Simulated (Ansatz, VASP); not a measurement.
Given: the input of a run of Ansatz 0.2.0 on Si.

The input input:

```
crystal:
  lattice:
    - [-2.3229633681, 2.3229633681, 1.3021299107]
    - [2.3229633681, -2.3229633681, 1.3021299107]
    - [2.3229633681, 2.3229633681, -1.3021299107]
  atoms:
    - { symbol: Si, position: [0.5, 0.5, 0.0] }
    - { symbol: Si, position: [0.25, 0.75, 0.5] }
hamiltonian:
  xc: hse06
  pseudopotentials: { kind: paw }
kpoints:
  mp_grid: { grid: [8, 8, 8] }
scf:
  occupations: { method: fermi_dirac, width: 0.05 }
output:
  forces: true
  stress: true
  eigenvalues: true
```

Question: Translate it to VASP 6.6.1. Potentials there: VASP PAW PBE potentials, release 64 (Si).

Answer: As run (the cutoff follows the program's own potentials):

POSCAR

```
Si
1.0
   -2.3229633681      2.3229633681      1.3021299107
    2.3229633681     -2.3229633681      1.3021299107
    2.3229633681      2.3229633681     -1.3021299107
Si
2
Direct
    0.5000000000      0.5000000000      0.0000000000
    0.2500000000      0.7500000000      0.5000000000
```

The input INCAR.step1:

```
PREC = Accurate
ENCUT = 520
EDIFF = 1E-5
ISMEAR = -1
SIGMA = 0.05
LREAL = F
LASPH = T
NELM = 100
ALGO = Normal
ISIF = 2
LWAVE = T
LCHARG = F
GGA = PE
NBANDS = 11
```

Contents of INCAR.step2:

```
PREC = Accurate
ENCUT = 520
EDIFF = 1E-7
ISMEAR = -1
SIGMA = 0.05
LREAL = F
LASPH = T
NELM = 100
ALGO = Normal
ISIF = 2
LWAVE = F
LCHARG = F
GGA = PE
LHFCALC = T
HFSCREEN = 0.2079
PRECFOCK = Normal
ISTART = 1
NBANDS = 11
```

The input KPOINTS:

```
Automatic mesh
0
Gamma
  8 8 8
```

Potentials or basis: VASP PAW PBE potentials, release 64 (Si).

The run is started by

```sh
$ cat potpaw_PBE.64/Si/POTCAR > POTCAR
$ cp INCAR.step1 INCAR
$ mpirun -np 1 vasp_std > vasp.out
$ cp INCAR.step2 INCAR
$ mpirun -np 1 vasp_std > vasp.out
```

Both were run:

|  | VASP | Ansatz | Ansatz less VASP |
| --- | --- | --- | --- |
| gap on the k mesh at the Fermi level (eV) | none | none | - |
| pressure (GPa) | 10.0 | 10.5 | +0.42 |
| traceless stress, the component that is largest in VASP (GPa) | 0.36 | 0.23 | -0.128 |

A gap of «none» marks a metal or a gap that the smearing closes. With one functional, cell and mesh, what is left measures potentials, basis and numerics.
